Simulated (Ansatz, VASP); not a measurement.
## One calculation of Si, two programs

INCAR

```
SYSTEM = Si
ALGO = Normal
DIPOL = 0.5 0.5 0.500
EDIFF = 1E-7
ENCUT = 520
GGA = PE
IDIPOL = 3
ISIF = 2
ISMEAR = -1
LASPH = .True.
LCHARG = .True.
LDIPOL = .True.
LELF = .True.
LREAL = .False.
LVACPOTAV = .True.
LVHAR = .True.
LWAVE = .False.
NBANDS = 16
NELM = 80
PREC = Accurate
SIGMA = 0.02
```

File KPOINTS:

```
k-points
0
Gamma
  3 7 1
  0 0 0
```

Contents of POSCAR:

```
Si
1.0
    9.4759515534      0.0000000000      0.0000000000
    0.0000000000      3.8685410222      0.0000000000
    0.0000000000      0.0000000000     17.1168000000
Si
4
Direct
    0.7916666670      0.7500000000      0.4673784938
    0.5416666670      0.7500000000      0.4673784938
    0.4583333330      0.2500000000      0.5326215062
    0.2083333330      0.2500000000      0.5326215062
```

Input for Ansatz:

```yaml
crystal:
  lattice:
    - [9.4759515534, 0.0, 0.0]
    - [0.0, 3.8685410222, 0.0]
    - [0.0, 0.0, 17.1168]
  atoms:
    - { symbol: Si, position: [0.791666667, 0.75, 0.4673784938] }
    - { symbol: Si, position: [0.541666667, 0.75, 0.4673784938] }
    - { symbol: Si, position: [0.458333333, 0.25, 0.5326215062] }
    - { symbol: Si, position: [0.208333333, 0.25, 0.5326215062] }
kpoints:
  mp_grid: { grid: [3, 7, 1] }
scf:
  occupations: { method: fermi_dirac, width: 0.02 }
hamiltonian:
  xc: pbe
  pseudopotentials: { kind: all_electron, lapw: { basis_error: 0.001 } }
output:
  forces: true
  stress: true
  eigenvalues: true
  populations: true
  dos: { projected: true, de: 0.2, e_range: [-14, 8] }
efield:
  axis: 3
  amplitude: 0
  dipole_correction: true
```

Alike in both runs: task single point; functional PBE; k mesh 3 × 7 × 1; occupations fermi-dirac, width 0.02 eV; no spin polarisation.

```csv
,VASP,Ansatz
version,VASP 6.6.1,Ansatz 0.2.0
potentials or method,"VASP PAW PBE potentials, release 64 (Si), cutoff 520 eV","all-electron LAPW, scalar-relativistic"
```

|  | VASP | Ansatz | Ansatz less VASP |
| --- | --- | --- | --- |
| rms of the force components (eV/Å) | 0.458 | 0.455 | -0.0028 |

Atom by atom the forces differ by 0.003 eV/Å (rms over components). Ansatz ran all-electron here, and VASP with PAW potentials.
